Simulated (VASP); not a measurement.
# GaSb in VASP: single point with PBE

Aim: the single point of GaSb with PBE.

Everything below comes from runs of VASP 6.6.1. Logs are shortened: lines on timing, memory, paths and dates and some standing lists are left out, and cuts for length are marked.

## Step 1: The cell of the first run

The cell holds a slab with vacuum, 16 atoms: a = 8.788 Å, b = 8.788 Å, c = 20.484 Å, α = 90.00°, β = 90.00°, γ = 120.00°.

## Step 2: Single point, PBE

File INCAR:

```
SYSTEM = GaSb
PREC     = Accurate       ! precision mode
ENCUT    = 520            ! plane-wave cutoff, eV
EDIFF    = 1E-6           ! SCF threshold, eV
ISMEAR   = 0              ! smearing method
SIGMA    = 0.1            ! smearing width, eV
LREAL    = Auto         
LASPH    = .True.         ! aspherical terms in the spheres
NELM     = 60             ! most SCF steps
ALGO     = Normal         ! electronic algorithm
ISIF     = 2              ! what is computed and relaxed
LWAVE    = .False.        ! write WAVECAR
LCHARG   = .False.        ! write CHGCAR
LDIPOL   = .True.       
IDIPOL   = 3            
DIPOL    = 0.5 0.5 0.502
GGA      = PE             ! functional
NBANDS   = 86             ! bands
```

File KPOINTS:

```
Automatic mesh
0
Gamma
  3 3 1
  0 0 0
```

File POSCAR:

```
GaSb
1.0
    8.7876985891      0.0000000000      0.0000000000
   -4.3938492945      7.6103702190      0.0000000000
    0.0000000000      0.0000000000     20.4844536576
Sb Ga
8 8
Direct
    0.5000000000      0.0000000000      0.3905400717
    0.5000000000      0.5000000000      0.3905400717
    0.0000000000      0.0000000000      0.3905400717
    0.0000000000      0.5000000000      0.3905400717
    0.6666666667      0.8333333333      0.5746712467
    0.6666666667      0.3333333333      0.5746712467
    0.1666666667      0.8333333333      0.5746712467
    0.1666666667      0.3333333333      0.5746712467
    0.1666666667      0.8333333333      0.4343240430
    0.1666666667      0.3333333333      0.4343240430
    0.6666666667      0.8333333333      0.4343240430
    0.6666666667      0.3333333333      0.4343240430
    0.3333333333      0.6666666667      0.6086501993
    0.3333333333      0.1666666667      0.6086501993
    0.8333333333      0.6666666667      0.6086501993
    0.8333333333      0.1666666667      0.6086501993
```

Potentials or basis: VASP PAW PBE potentials, release 64 (Sb, Ga_d).

Command:

```sh
$ cat potpaw_PBE.64/Sb/POTCAR potpaw_PBE.64/Ga_d/POTCAR > POTCAR
$ mpirun -np 1 vasp_std > vasp.out
```

OUTCAR:

```text
SYSTEM = GaSb
   PREC = Accurate
   ENCUT = 520
   EDIFF = 1E-6
   ISMEAR = 0
   LREAL = Auto
   LASPH = .True.
   NELM = 60
   ISIF = 2
   GGA = PE

 ion  position               nearest neighbor table
   1  0.500  0.000  0.391-   9 2.69  12 2.69  11 2.69
   2  0.500  0.500  0.391-  10 2.69  11 2.69  12 2.69
   3  0.000  0.000  0.391-  11 2.69  10 2.69   9 2.69
   4  0.000  0.500  0.391-  12 2.69   9 2.69  10 2.69
   5  0.667  0.833  0.575-  15 2.63  13 2.63  16 2.63  11 2.87
   6  0.667  0.333  0.575-  16 2.63  14 2.63  15 2.63  12 2.87
   7  0.167  0.833  0.575-  13 2.63  15 2.63  14 2.63   9 2.87
   8  0.167  0.333  0.575-  14 2.63  16 2.63  13 2.63  10 2.87
   9  0.167  0.833  0.434-   1 2.69   4 2.69   3 2.69   7 2.87
  10  0.167  0.333  0.434-   2 2.69   3 2.69   4 2.69   8 2.87
  11  0.667  0.833  0.434-   3 2.69   2 2.69   1 2.69   5 2.87
  12  0.667  0.333  0.434-   4 2.69   1 2.69   2 2.69   6 2.87
  13  0.333  0.667  0.609-   7 2.63   5 2.63   8 2.63
  14  0.333  0.167  0.609-   8 2.63   6 2.63   7 2.63
  15  0.833  0.667  0.609-   5 2.63   7 2.63   6 2.63
  16  0.833  0.167  0.609-   6 2.63   8 2.63   5 2.63

  LATTYP: Found a hexagonal cell.
 ALAT       =     8.7876985891
 C/A-ratio  =     2.3310373529

  Lattice vectors:

 A1 = (   8.7876985891,   0.0000000000,   0.0000000000)
 A2 = (  -4.3938492945,   7.6103702190,   0.0000000000)
 A3 = (   0.0000000000,   0.0000000000,  20.4844536576)

Analysis of symmetry for initial positions (statically):
=====================================================================
 Subroutine PRICEL returns following result:

  LATTYP: Found a hexagonal cell.
 ALAT       =     4.3938492945
 C/A-ratio  =     4.6620747059

  Lattice vectors:

 A1 = (   4.3938492945,   0.0000000000,   0.0000000000)
 A2 = (  -2.1969246472,   3.8051851095,   0.0000000000)
 A3 = (   0.0000000000,   0.0000000000,  20.4844536576)

   4 primitive cells build up your supercell.

 Routine SETGRP: Setting up the symmetry group for a
 hexagonal supercell.

 Subroutine GETGRP returns: Found  6 space group operations
 (whereof  6 operations were pure point group operations)
 out of a pool of 24 trial point group operations.

The static configuration has the point symmetry C_3v.

Analysis of symmetry for dynamics (positions and initial velocities):
=====================================================================
 Subroutine PRICEL returns following result:

  LATTYP: Found a hexagonal cell.
 ALAT       =     4.3938492945
 C/A-ratio  =     4.6620747059

  Lattice vectors:

 A1 = (   4.3938492945,   0.0000000000,   0.0000000000)
 A2 = (  -2.1969246472,   3.8051851095,   0.0000000000)
 A3 = (   0.0000000000,   0.0000000000,  20.4844536576)

   4 primitive cells build up your supercell.

 Routine SETGRP: Setting up the symmetry group for a
 hexagonal supercell.

 Subroutine GETGRP returns: Found  6 space group operations
 (whereof  6 operations were pure point group operations)
 out of a pool of 24 trial point group operations.

The dynamic configuration has the point symmetry C_3v.

 Subroutine INISYM returns: Found  6 space group operations
 (whereof  6 operations are pure point group operations),
 and found     4 'primitive' translations

----------------------------------------------------------------------------------------

                                     Primitive cell

  volume of cell :     342.4880

  direct lattice vectors                    reciprocal lattice vectors
     4.393849295  0.000000000  0.000000000     0.227590874  0.131399652  0.000000000
    -2.196924647  3.805185109  0.000000000     0.000000000  0.262799304  0.000000000
     0.000000000  0.000000000 20.484453658     0.000000000  0.000000000  0.048817509

  length of vectors
     4.393849295  4.393849295 20.484453658     0.262799304  0.262799304  0.048817509

  position of ions in fractional coordinates (direct lattice)
     0.000000000  0.000000000  0.390540072
     0.333333333  0.666666667  0.574671247
     0.333333333  0.666666667  0.434324043
     0.666666667  0.333333333  0.608650199

  ion indices of the primitive-cell ions
   primitive index   ion index
                 1           1
                 2           5
                 3          11
                 4          14

----------------------------------------------------------------------------------------

 KPOINTS: Automatic mesh

Automatic generation of k-mesh.
 Grid dimensions read from file:
 generate k-points for:    3    3    1

 Generating k-lattice:

  Cartesian coordinates                     Fractional coordinates (reciprocal lattice)
     0.037931812  0.021899942  0.000000000     0.333333333  0.000000000  0.000000000
     0.000000000  0.043799884  0.000000000     0.000000000  0.333333333  0.000000000
     0.000000000  0.000000000  0.048817509     0.000000000  0.000000000  1.000000000

  Length of vectors
     0.043799884  0.043799884  0.048817509

  Shift w.r.t. Gamma in fractional coordinates (k-lattice)
     0.000000000  0.000000000  0.000000000

 Subroutine IBZKPT returns following result:
 ===========================================

 Found      3 irreducible k-points:

 Following reciprocal coordinates:
            Coordinates               Weight
  0.000000  0.000000  0.000000      1.000000
  0.333333  0.000000  0.000000      6.000000
  0.333333  0.333333  0.000000      2.000000
   k-points           NKPTS =      3   k-points in BZ     NKDIM =      3   number of bands    NBANDS=     86
   number of dos      NEDOS =    301   number of ions     NIONS =     16
   total plane-waves  NPLWV = 784000
   dimension x,y,z NGX =    70 NGY =   70 NGZ =  160
   dimension x,y,z NGXF=   140 NGYF=  140 NGZF=  320
   ions per type =               8   8
   NGX,Y,Z   is equivalent  to a cutoff of  13.24, 13.24, 12.99 a.u.
   NGXF,Y,Z  is equivalent  to a cutoff of  26.49, 26.49, 25.97 a.u.
 SYSTEM =  GaSb
   PREC   = accura    normal or accurate (medium, high low for compatibility)
   ISTART =      0    job   : 0-new  1-cont  2-samecut
   ICHARG =      2    charge: 1-file 2-atom 10-const
   ISPIN  =      1    spin polarized calculation?
   LNONCOLLINEAR =      F non collinear calculations
   LSORBIT =      F    spin-orbit coupling
   LASPH  =      T    aspherical Exc in radial PAW
   ENCUT  =  520.0 eV  38.22 Ry    6.18 a.u.  16.34 16.34 38.09*2*pi/ulx,y,z
   NELM   =     60;   NELMIN=  2; NELMDL= -5     # of ELM steps
   EDIFF  = 0.1E-05   stopping-criterion for ELM
   LREAL  =      T    real-space projection
   EDIFFG = 0.1E-04   stopping-criterion for IOM
   NSW    =      0    number of steps for IOM
   IBRION =     -1    ionic relax: 0-MD 1-quasi-New 2-CG
   NFREE  =      0    steps in history (QN), initial steepest desc. (CG)
   ISIF   =      2    stress and relaxation
   ISYM   =      2    0-nonsym 1-usesym 2-fastsym
   POTIM  = 0.5000    time-step for ionic-motion
   TEBEG  =    0.0;   TEEND  =   0.0 temperature during run
   PSTRESS=    0.0 pullay stress
   NELECT =     144.0000    total number of electrons
   NUPDOWN=      -1.0000    fix difference up-down
   EMIN   =  10.00;   EMAX   =-10.00  energy-range for DOS
   EFERMI =   0.00;   METHOD = LEGACY
   ISMEAR =     0;   SIGMA  =   0.10  broadening in eV -4-tet -1-fermi 0-gaus
   EFERMI_NEDOS =   21; number of points for ismear=-14 and -15
   IALGO  =     38    algorithm
   IMIX   =      4    mixing-type and parameters
     AMIX     =   0.40;   BMIX     =  1.00
     AMIX_MAG =   1.60;   BMIX_MAG =  1.00
  volume/ion in A,a.u.               =      85.62       577.81
  Fermi-wavevector in a.u.,A,eV,Ry     =   0.772610  1.460022  8.121683  0.596927
  Thomas-Fermi vector in A             =   1.874279
   LORBIT       =      0    0 simple, 1 ext, 2 COOP (PROOUT), +10 PAW based schemes
   GGA     = PE    functional components
   LHFCALC =     F    Hartree Fock is set to
   AEXX    =    0.0000 exact exchange contribution
   IVDW    =     0    specifies the selected vdW correction
   LEPSILON=     F    determine dielectric tensor
   LRPA    =     F    only Hartree local field effects (RPA)
 non-spin polarized calculation
 Gauss-broadening in eV      SIGMA  =   0.10
  energy-cutoff  :      520.00
  volume of cell :     1369.95
 maximum number of plane-waves:     37025
 NGX is ok and might be reduce to    70
   NGX = 33   NGY = 33   NGZ = 77

 number of electron     144.0000025 magnetization

 dipolmoment           0.000000      0.000000     -0.522136 electrons x Angstroem

 Free energy of the ion-electron system (eV)
  ---------------------------------------------------
  ext. energy  EPLUGINS =         0.00000000
  ---------------------------------------------------
  free energy    TOTEN  =       -53.97235690 eV

  energy without entropy =      -53.95849214  energy(sigma->0) =      -53.96542452

 E-fermi :  -1.2028     XC(G=0):  -3.7646

 val. band max:       -1.3744369404   @ k =   0.0000   0.0000   0.0000
 cond. band min:      -1.2013276085   @ k =   0.0000   0.0000   0.0000
 fundamental gap:      0.1731093319
 Fermi energy:        -1.2028258599

 k-point     1 :       0.0000    0.0000    0.0000
  band No.  band energies     occupation
      1     -16.7633      2.00000
      2     -16.7464      2.00000
      3     -16.7464      2.00000
      4     -16.7464      2.00000
      5     -16.7291      2.00000
      6     -16.7291      2.00000
[... 76 lines left out ...]
     83       0.4209      0.00000
     84       0.5499      0.00000

 k-point     2 :       0.3333    0.0000    0.0000
  band No.  band energies     occupation
      1     -16.7593      2.00000
      2     -16.7510      2.00000
      3     -16.7450      2.00000
      4     -16.7450      2.00000
      5     -16.7293      2.00000
      6     -16.7293      2.00000
[... 76 lines left out ...]
     83       1.2919      0.00000
     84       1.2919      0.00000

 k-point     3 :       0.3333    0.3333    0.0000
  band No.  band energies     occupation
      1     -16.7529      2.00000
      2     -16.7529      2.00000
      3     -16.7529      2.00000
      4     -16.7379      2.00000
      5     -16.7348      2.00000
      6     -16.7226      2.00000
[... 76 lines left out ...]
     83       1.8971      0.00000
     84       1.9262      0.00000
 [bands above 84 left out]

------------------------ aborting loop because EDIFF is reached ----------------------------------------

 vacuum level on the upper side and lower side of the slab       (xc-potential included)        -0.697         0.674

  FORCE on cell =-STRESS in cart. coord.  units (eV):
  Direction    XX          YY          ZZ          XY          YZ          ZX
  --------------------------------------------------------------------------------------
  -------------------------------------------------------------------------------------
  Total        0.6161561      0.6161561     -0.8528093      0.0000000     -0.0000000     -0.0000000
  in kB        0.7206030      0.7206030     -0.9973720      0.0000000     -0.0000000     -0.0000000
  external PRESSURE =       0.1479446 kB  Pullay stress =       0.0000000 kB

 VOLUME and BASIS-vectors are now :
 -----------------------------------------------------------------------------
  energy-cutoff  :      520.00
  volume of cell :     1369.95
      direct lattice vectors                 reciprocal lattice vectors
     8.787698589  0.000000000  0.000000000     0.113795437  0.065699826  0.000000000
    -4.393849294  7.610370219  0.000000000     0.000000000  0.131399652  0.000000000
     0.000000000  0.000000000 20.484453658     0.000000000  0.000000000  0.048817509

 POSITION                                       TOTAL-FORCE (eV/Angst)
 -----------------------------------------------------------------------------------
      4.39385      0.00000      8.00000         0.000000      0.000000      0.190535
      2.19692      3.80519      8.00000         0.000000      0.000000      0.190535
      0.00000      0.00000      8.00000         0.000000      0.000000      0.190535
     -2.19692      3.80519      8.00000         0.000000      0.000000      0.190535
      2.19692      6.34198     11.77183         0.000000      0.000000      0.006950
      4.39385      2.53679     11.77183         0.000000     -0.000000      0.006950
[... 8 lines left out ...]
      4.39385      5.07358     12.46787        -0.000000      0.000000     -0.012207
      6.59077      1.26840     12.46787        -0.000000     -0.000000     -0.012207
 -----------------------------------------------------------------------------------
    total drift:                               -0.000007      0.000004     -0.024657

  FREE ENERGIE OF THE ION-ELECTRON SYSTEM (eV)
  ---------------------------------------------------
  free  energy   TOTEN  =       -53.9723568964 eV

  energy  without entropy=      -53.9584921401  energy(sigma->0) =      -53.96542452

 vacuum level on the upper side and lower side of the slab         2.334         3.746
```

Wall time 30 min (1 thread of Intel Xeon 8259CL, shared host); peak memory 1.4 GiB.

What came out:

| Item | Value |
| --- | --- |
| Free energy | -53.9724 eV |
| Largest force | 0.191 eV/Å |
| Band gap on the k mesh | zero (filled and empty bands touch) |

Forces on the atoms (eV/Å):
```
Sb   0.000  0.000  0.191
Sb   0.000  0.000  0.191
Sb   0.000  0.000  0.191
Sb   0.000  0.000  0.191
Sb   0.000  0.000  0.007
Sb   0.000  0.000  0.007
Sb   0.000  0.000  0.007
Sb   0.000  0.000  0.007
Ga   0.000  0.000 -0.185
Ga   0.000  0.000 -0.185
Ga   0.000  0.000 -0.185
Ga   0.000  0.000 -0.185
Ga   0.000  0.000 -0.012
Ga   0.000  0.000 -0.012
Ga   0.000  0.000 -0.012
Ga   0.000  0.000 -0.012
```

Caveat: spin-orbit coupling is left out, which moves the levels of the heavy elements.
